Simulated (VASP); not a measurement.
# InSb3 (Pm-3m) in VASP: notebook

InSb3 is run at these levels: PBE; tasks: single point.

All numbers are computed with VASP 6.6.1; they aren't measurements. Logs are shortened: lines on timing, memory, paths and dates and some standing lists are left out, and cuts for length are marked.

## (1) The cell of the first run

Symmetry: Pm-3m, No. 221, cubic system. The conventional cell has a = 4.774 Å, b = 4.774 Å, c = 4.774 Å, α = 90.00°, β = 90.00°, γ = 90.00°. Within 4.4 Å of Sb (site symmetry 4/mmm) lie 8 Sb at 3.38 Å and 4 In at 3.38 Å. In (site symmetry m-3m) has 12 Sb at 3.38 Å within 4.4 Å.

## (2) Single point, PBE

Contents of INCAR:

```
SYSTEM = InSb3
  PREC = Accurate
  ENCUT = 520
  EDIFF = 1E-6
  ISMEAR = -1
  SIGMA = 0.05
  LREAL = .False.
  LASPH = .True.
  NELM = 60
  ALGO = Normal
  ISIF = 2
  LWAVE = .False.
  LCHARG = .True.
  GGA = PE
  LELF = .True.
  LVHAR = .True.
  NBANDS = 22
```

Contents of KPOINTS:

```
Automatic mesh
0
Gamma
  6 6 6
  0 0 0
```

Contents of POSCAR:

```
InSb3
1.0
    4.7741085314      0.0000000000      0.0000000000
    0.0000000000      4.7741085314      0.0000000000
    0.0000000000      0.0000000000      4.7741085314
Sb In
3 1
Direct
    0.5000000000      0.5000000000      0.0000000000
    0.0000000000      0.5000000000      0.5000000000
    0.5000000000      0.0000000000      0.5000000000
    0.0000000000      0.0000000000      0.0000000000
```

Potentials or basis: VASP PAW PBE potentials, release 64 (Sb, In_d).

Run with:

```bash
$ cat potpaw_PBE.64/Sb/POTCAR potpaw_PBE.64/In_d/POTCAR > POTCAR
$ mpirun -np 1 vasp_std > vasp.out
```

OUTCAR:

```text
SYSTEM = InSb3
   PREC = Accurate
   ENCUT = 520
   EDIFF = 1E-6
   ISMEAR = -1
   LREAL = .False.
   LASPH = .True.
   NELM = 60
   ISIF = 2
   GGA = PE

 ion  position               nearest neighbor table
   1  0.500  0.500  0.000-   2 3.38   3 3.38   4 3.38   2 3.38   3 3.38   3 3.38   4 3.38   3 3.38
                             2 3.38   4 3.38   2 3.38   4 3.38
   2  0.000  0.500  0.500-   1 3.38   3 3.38   4 3.38   1 3.38   4 3.38   3 3.38   4 3.38   4 3.38
                             1 3.38   3 3.38   1 3.38   3 3.38
   3  0.500  0.000  0.500-   1 3.38   2 3.38   4 3.38   1 3.38   4 3.38   1 3.38   2 3.38   1 3.38
                             2 3.38   4 3.38   4 3.38   2 3.38
   4  0.000  0.000  0.000-   1 3.38   2 3.38   3 3.38   2 3.38   3 3.38   1 3.38   2 3.38   2 3.38
                             1 3.38   3 3.38   3 3.38   1 3.38

  LATTYP: Found a simple cubic cell.
 ALAT       =     4.7741085314

  Lattice vectors:

 A1 = (   4.7741085314,   0.0000000000,   0.0000000000)
 A2 = (   0.0000000000,   4.7741085314,   0.0000000000)
 A3 = (   0.0000000000,   0.0000000000,   4.7741085314)

Analysis of symmetry for initial positions (statically):
=====================================================================
 Subroutine PRICEL returns:
 Original cell was already a primitive cell.

 Routine SETGRP: Setting up the symmetry group for a
 simple cubic supercell.

 Subroutine GETGRP returns: Found 48 space group operations
 (whereof 48 operations were pure point group operations)
 out of a pool of 48 trial point group operations.

The static configuration has the point symmetry O_h .

Analysis of symmetry for dynamics (positions and initial velocities):
=====================================================================
 Subroutine PRICEL returns:
 Original cell was already a primitive cell.

 Routine SETGRP: Setting up the symmetry group for a
 simple cubic supercell.

 Subroutine GETGRP returns: Found 48 space group operations
 (whereof 48 operations were pure point group operations)
 out of a pool of 48 trial point group operations.

The dynamic configuration has the point symmetry O_h .

 Subroutine INISYM returns: Found 48 space group operations
 (whereof 48 operations are pure point group operations),
 and found     1 'primitive' translations

----------------------------------------------------------------------------------------
[... 90 lines left out ...]
   ENCUT  =  520.0 eV  38.22 Ry    6.18 a.u.   8.88  8.88  8.88*2*pi/ulx,y,z
   NELM   =     60;   NELMIN=  2; NELMDL= -5     # of ELM steps
   EDIFF  = 0.1E-05   stopping-criterion for ELM
   LREAL  =      F    real-space projection
   EDIFFG = 0.1E-04   stopping-criterion for IOM
   NSW    =      0    number of steps for IOM
   IBRION =     -1    ionic relax: 0-MD 1-quasi-New 2-CG
   NFREE  =      0    steps in history (QN), initial steepest desc. (CG)
   ISIF   =      2    stress and relaxation
   ISYM   =      2    0-nonsym 1-usesym 2-fastsym
   POTIM  = 0.5000    time-step for ionic-motion
   TEBEG  =    0.0;   TEEND  =   0.0 temperature during run
   PSTRESS=    0.0 pullay stress
   NELECT =      28.0000    total number of electrons
   NUPDOWN=      -1.0000    fix difference up-down
   EMIN   =  10.00;   EMAX   =-10.00  energy-range for DOS
   EFERMI =   0.00;   METHOD = LEGACY
   ISMEAR =    -1;   SIGMA  =   0.05  broadening in eV -4-tet -1-fermi 0-gaus
   EFERMI_NEDOS =   21; number of points for ismear=-14 and -15
   IALGO  =     38    algorithm
   IMIX   =      4    mixing-type and parameters
     AMIX     =   0.40;   BMIX     =  1.00
     AMIX_MAG =   1.60;   BMIX_MAG =  1.00
  volume/ion in A,a.u.               =      27.20       183.57
  Fermi-wavevector in a.u.,A,eV,Ry     =   1.041282  1.967739 14.752378  1.084269
  Thomas-Fermi vector in A             =   2.175896
   LORBIT       =      0    0 simple, 1 ext, 2 COOP (PROOUT), +10 PAW based schemes
   GGA     = PE    functional components
   LHFCALC =     F    Hartree Fock is set to
   AEXX    =    0.0000 exact exchange contribution
   IVDW    =     0    specifies the selected vdW correction
   LEPSILON=     F    determine dielectric tensor
   LRPA    =     F    only Hartree local field effects (RPA)
 non-spin polarized calculation
  energy-cutoff  :      520.00
  volume of cell :      108.81
 maximum number of plane-waves:      3016
 NGX is ok and might be reduce to    36
   NGX = 17   NGY = 17   NGZ = 17

 number of electron      28.0000018 magnetization

 Free energy of the ion-electron system (eV)
  ---------------------------------------------------
  ext. energy  EPLUGINS =         0.00000000
  ---------------------------------------------------
  free energy    TOTEN  =       -14.24430649 eV

  energy without entropy =      -14.22357307  energy(sigma->0) =      -14.23393978

 E-fermi :   8.0886     XC(G=0): -10.1516

 val. band max:        8.0772653615   @ k =   0.1667   0.0000   0.0000
 cond. band min:       8.1485782538   @ k =   0.1667   0.1667   0.1667
 fundamental gap:      0.0713128923
 Fermi energy:         8.0885987614

 k-point     1 :       0.0000    0.0000    0.0000
  band No.  band energies     occupation
      1      -6.4680      2.00000
      2      -6.4680      2.00000
      3      -6.4500      2.00000
      4      -6.4500      2.00000
      5      -6.4500      2.00000
      6      -4.2258      2.00000
[... 489 lines left out ...]
     21      14.5786      0.00000
     22      16.5313      0.00000

------------------------ aborting loop because EDIFF is reached ----------------------------------------

  FORCE on cell =-STRESS in cart. coord.  units (eV):
  Direction    XX          YY          ZZ          XY          YZ          ZX
  --------------------------------------------------------------------------------------
  -------------------------------------------------------------------------------------
  Total        0.8025854      0.8025854      0.8025854     -0.0000000     -0.0000000      0.0000000
  in kB       11.8174823     11.8174823     11.8174823     -0.0000000     -0.0000000      0.0000000
  external PRESSURE =      11.8174823 kB  Pullay stress =       0.0000000 kB

 VOLUME and BASIS-vectors are now :
 -----------------------------------------------------------------------------
  energy-cutoff  :      520.00
  volume of cell :      108.81
      direct lattice vectors                 reciprocal lattice vectors
     4.774108531  0.000000000  0.000000000     0.209463189  0.000000000  0.000000000
     0.000000000  4.774108531  0.000000000     0.000000000  0.209463189  0.000000000
     0.000000000  0.000000000  4.774108531     0.000000000  0.000000000  0.209463189

 POSITION                                       TOTAL-FORCE (eV/Angst)
 -----------------------------------------------------------------------------------
      2.38705      2.38705      0.00000         0.000000      0.000000      0.000000
      0.00000      2.38705      2.38705         0.000000      0.000000      0.000000
      2.38705      0.00000      2.38705         0.000000      0.000000      0.000000
      0.00000      0.00000      0.00000         0.000000      0.000000      0.000000
 -----------------------------------------------------------------------------------
    total drift:                               -0.000000     -0.000000     -0.000000

  FREE ENERGIE OF THE ION-ELECTRON SYSTEM (eV)
  ---------------------------------------------------
  free  energy   TOTEN  =       -14.2443064865 eV

  energy  without entropy=      -14.2235730725  energy(sigma->0) =      -14.23393978
```

Run time: 22 s. Hardware: 1 thread of AMD EPYC 9R45 (Zen 5), shared host; peak memory 0.19 GiB.

What came out:

```
Free energy            : -14.2443 eV
Pressure               : 1.2 GPa
Band gap on the k mesh : zero (band 14 reaches 11.69 eV, above the bottom of band 15 at 6.95 eV)
```

Caveat: spin-orbit coupling is left out, which moves the levels of the heavy elements.

## (3) Single point, PBE

This run uses another cell than the first one, of 28.31 Å³/atom, 1.041 times its volume.

Contents of INCAR:

```
SYSTEM = InSb3
PREC = Accurate
ENCUT = 520
EDIFF = 1E-6
ISMEAR = -1
SIGMA = 0.05
LREAL = .False.
LASPH = .True.
NELM = 100
ALGO = Normal
ISIF = 2
LWAVE = .False.
LCHARG = .False.
GGA = PE
NBANDS = 22
```

KPOINTS is that of step 2.

Contents of POSCAR:

```
InSb3
1.0
    4.8381981727      0.0000000000      0.0000000000
    0.0000000000      4.8381981727      0.0000000000
    0.0000000000      0.0000000000      4.8381981727
Sb In
3 1
Direct
    0.5000000000      0.5000000000      0.0000000000
    0.0000000000      0.5000000000      0.5000000000
    0.5000000000      0.0000000000      0.5000000000
    0.0000000000      0.0000000000      0.0000000000
```

Potentials or basis: VASP PAW PBE potentials, release 64 (Sb, In_d).

Run with:

```bash
$ cat potpaw_PBE.64/Sb/POTCAR potpaw_PBE.64/In_d/POTCAR > POTCAR
$ mpirun -np 1 vasp_std > vasp.out
```

It took 20 s on 1 thread of AMD EPYC 9R45 (Zen 5), shared host; peak memory 0.19 GiB.

Results (log left out):

| Quantity | Value |
| --- | --- |
| Free energy | -14.2478 eV |
| Pressure | -0.9 GPa |
| Band gap on the k mesh | zero (band 14 reaches 11.01 eV, above the bottom of band 15 at 6.51 eV) |

Levels at points of the mesh, in eV from the Fermi level:
| k point | band 11 | band 12 | band 13 | band 14 | band 15 | band 16 | band 17 | band 18 |
| --- | --- | --- | --- | --- | --- | --- | --- | --- |
| (0.00, 0.00, 0.00) | -4.20 | -3.60 | 0.41 | 0.41 | 0.41 | 1.70 | 1.70 | 1.70 |
| (0.50, 0.00, 0.00) | -2.85 | -2.06 | -2.06 | -1.10 | -0.82 | 1.88 | 2.10 | 2.10 |
| (0.50, 0.50, 0.00) | -1.64 | -1.64 | -1.32 | -1.10 | -1.10 | -0.51 | 1.06 | 3.17 |
| (0.50, 0.50, 0.50) | -4.88 | -4.88 | -4.76 | 3.40 | 3.40 | 3.45 | 3.45 | 3.45 |

Caveat: spin-orbit coupling is left out, which moves the levels of the heavy elements.

## (4) Single point, PBE

This run uses another cell than the first one, of 28.87 Å³/atom, 1.061 times its volume.

Contents of INCAR:

```
ALGO = Normal
EDIFF = 1E-7
ENCUT = 520
GGA = PE
ISIF = 2
ISMEAR = -1
LASPH = True
LCHARG = False
LREAL = False
LWAVE = False
NBANDS = 22
NELM = 60
PREC = Accurate
SIGMA = 0.05
```

Contents of KPOINTS:

```
k-points
0
Gamma
  6 6 6
```

Contents of POSCAR:

```
InSb3
1.0
    4.8696159243      0.0000000000      0.0000000000
    0.0000000000      4.8696159243      0.0000000000
    0.0000000000      0.0000000000      4.8696159243
Sb In
3 1
Direct
    0.5000000000      0.5000000000      0.0000000000
    0.0000000000      0.5000000000      0.5000000000
    0.5000000000      0.0000000000      0.5000000000
    0.0000000000      0.0000000000      0.0000000000
```

Potentials or basis: VASP PAW PBE potentials, release 64 (Sb, In_d).

Run with:

```bash
$ cat potpaw_PBE.64/Sb/POTCAR potpaw_PBE.64/In_d/POTCAR > POTCAR
$ mpirun -np 1 vasp_std > vasp.out
```

OUTCAR:

```text
EDIFF = 1E-7
   ENCUT = 520
   GGA = PE
   ISIF = 2
   ISMEAR = -1
   LASPH = True
   LREAL = False
   NELM = 60
   PREC = Accurate

 ion  position               nearest neighbor table
   1  0.500  0.500  0.000-   2 3.44   3 3.44   4 3.44   2 3.44   3 3.44   3 3.44   4 3.44   3 3.44
                             2 3.44   4 3.44   2 3.44   4 3.44
   2  0.000  0.500  0.500-   1 3.44   3 3.44   4 3.44   1 3.44   4 3.44   3 3.44   4 3.44   4 3.44
                             1 3.44   3 3.44   1 3.44   3 3.44
   3  0.500  0.000  0.500-   1 3.44   2 3.44   4 3.44   1 3.44   4 3.44   1 3.44   2 3.44   1 3.44
[... 696 lines left out ...]
  --------------------------------------------------------------------------------------
  -------------------------------------------------------------------------------------
  Total       -1.2523648     -1.2523648     -1.2523648     -0.0000000     -0.0000000     -0.0000000
  in kB      -17.3763002    -17.3763002    -17.3763002     -0.0000000     -0.0000000     -0.0000000
  external PRESSURE =     -17.3763002 kB  Pullay stress =       0.0000000 kB

 VOLUME and BASIS-vectors are now :
 -----------------------------------------------------------------------------
  energy-cutoff  :      520.00
  volume of cell :      115.47
      direct lattice vectors                 reciprocal lattice vectors
     4.869615924  0.000000000  0.000000000     0.205355004  0.000000000  0.000000000
     0.000000000  4.869615924  0.000000000     0.000000000  0.205355004  0.000000000
     0.000000000  0.000000000  4.869615924     0.000000000  0.000000000  0.205355004

 POSITION                                       TOTAL-FORCE (eV/Angst)
 -----------------------------------------------------------------------------------
      2.43481      2.43481      0.00000         0.000000      0.000000      0.000000
      0.00000      2.43481      2.43481         0.000000      0.000000      0.000000
      2.43481      0.00000      2.43481         0.000000      0.000000      0.000000
      0.00000      0.00000      0.00000         0.000000      0.000000      0.000000
 -----------------------------------------------------------------------------------
    total drift:                               -0.000000     -0.000000     -0.000000

  FREE ENERGIE OF THE ION-ELECTRON SYSTEM (eV)
  ---------------------------------------------------
  free  energy   TOTEN  =       -14.2296832783 eV

  energy  without entropy=      -14.2073763212  energy(sigma->0) =      -14.21852980
```

Wall time 24 s (1 thread of AMD EPYC 9R45 (Zen 5), shared host); peak memory 0.2 GiB.

Results:

| Property | Result |
| --- | --- |
| Free energy | -14.2297 eV |
| Pressure | -1.7 GPa |
| Band gap on the k mesh | zero (band 14 reaches 10.69 eV, above the bottom of band 15 at 6.31 eV) |

Caveat: spin-orbit coupling is left out, which moves the levels of the heavy elements.

## (5) The runs side by side

```csv
cell,gap on the mesh (eV),pressure (GPa)
"a = 4.774 Å, 4 atoms",none,1.2
"a = 4.838 Å, 4 atoms",none,-0.9
"a = 4.870 Å, 4 atoms",none,-1.7
```

Alike in all rows: task single point; level PBE; potentials or basis VASP PAW PBE potentials, release 64 (Sb, In_d); no spin polarisation; k mesh 6 × 6 × 6; cutoff (eV) 520; smearing fermi-dirac 0.05 eV.

Caveats: spin-orbit coupling is left out, which moves the levels of the heavy elements.

Absolute energies hang on the potentials; compare differences alone.
